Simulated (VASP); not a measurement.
Input of a VASP 6.6.1 run:

INCAR

```
SYSTEM = Sn2H
ALGO     = Normal         ! electronic algorithm
EDIFF    = 1E-6           ! SCF threshold, eV
ENCUT    = 520            ! plane-wave cutoff, eV
GGA      = PE             ! functional
ISIF     = 2              ! what is computed and relaxed
ISMEAR   = 0              ! smearing method
LASPH    = .TRUE.         ! aspherical terms in the spheres
LCHARG   = .FALSE.        ! write CHGCAR
LREAL    = .FALSE.        ! projectors in reciprocal space
LWAVE    = .FALSE.        ! write WAVECAR
NBANDS   = 38             ! bands
NELM     = 60             ! most SCF steps
PREC     = Accurate       ! precision mode
SIGMA    = 0.1            ! smearing width, eV
```

KPOINTS

```
k-points
0
G
  6 6 2
  0 0 0
```

File POSCAR:

```
Sn2H
1.0
    3.3979293486      0.0000000027      0.0000000000
   -1.6989646766      2.9426931348      0.0000000000
    0.0000000000      0.0000000000     12.0145071464
Sn H
4 2
Direct
    0.3333333333      0.6666666667      0.8802164616
    0.6666666667      0.3333333333      0.1197835384
    0.6666666667      0.3333333333      0.3802164616
    0.3333333333      0.6666666667      0.6197835384
    0.3333333333      0.6666666667      0.2500000000
    0.6666666667      0.3333333333      0.7500000000
```

Potentials or basis: VASP PAW PBE potentials, release 64 (Sn_d, H).

Run with:

```sh
$ cat potpaw_PBE.64/Sn_d/POTCAR potpaw_PBE.64/H/POTCAR > POTCAR
$ mpirun -np 1 vasp_std > vasp.out
```

(1) Predict the band gap on the k mesh.

(2) What does it give for the largest force?

(3) Predict the pressure.

## Answers

(1) zero (bands 29 and 30 overlap by 6.91 eV).

(2) 0.031 eV/Å.

(3) -0.1 GPa.

Caveat: spin-orbit coupling is left out, which moves the levels of the heavy elements.
